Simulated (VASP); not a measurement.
Pd:

```
Pd
1.0
     0.00000    1.94650    1.94650
     1.94650    0.00000    1.94650
     1.94650    1.94650    0.00000
Pd
1
Direct
  0.00000 0.00000 0.00000
```

```yaml
Program: VASP 6.6.1
Task: relaxation of cell and atoms
Functional: LDA
Potentials_or_basis: VASP PAW LDA potentials, release 64 (Pd)
Cutoff: 600 eV
k_mesh: 10 × 10 × 10
Occupations: fermi-dirac, width 0.1 eV
Spin: no spin polarisation
```

At the start: pressure -8.0 GPa; volume 14.75 Å³/atom.

Question: Where does the relaxation end?

Answer: Over 4 steps the energy falls by 14.8 meV/atom and the volume is 14.18 Å³/atom (-3.8 %); space group Fm-3m (No. 225, to 0.05 Å).

Step by step:
| step | energy change (eV) | largest force (eV/Å) | pressure (GPa) | volume (Å³) |
| --- | --- | --- | --- | --- |
| 1 | 0.0000 | 0.0000 | -7.99 | 14.75 |
| 2 | 0.0371 | 0.0000 | 18.88 | 13.23 |
| 3 | -0.0148 | 0.0000 | -0.19 | 14.19 |
| 4 | -0.0148 | 0.0000 | 0.00 | 14.18 |

Final structure:
```cif
data_structure
_symmetry_space_group_name_H-M 'P 1'
_symmetry_Int_Tables_number 1
_cell_length_a 2.7170
_cell_length_b 2.7170
_cell_length_c 2.7170
_cell_angle_alpha 60.000
_cell_angle_beta 60.000
_cell_angle_gamma 60.000
_cell_volume 14.18
loop_
_atom_site_label
_atom_site_type_symbol
_atom_site_fract_x
_atom_site_fract_y
_atom_site_fract_z
_atom_site_occupancy
Pd1 Pd 0.00000 0.00000 0.00000 1
```
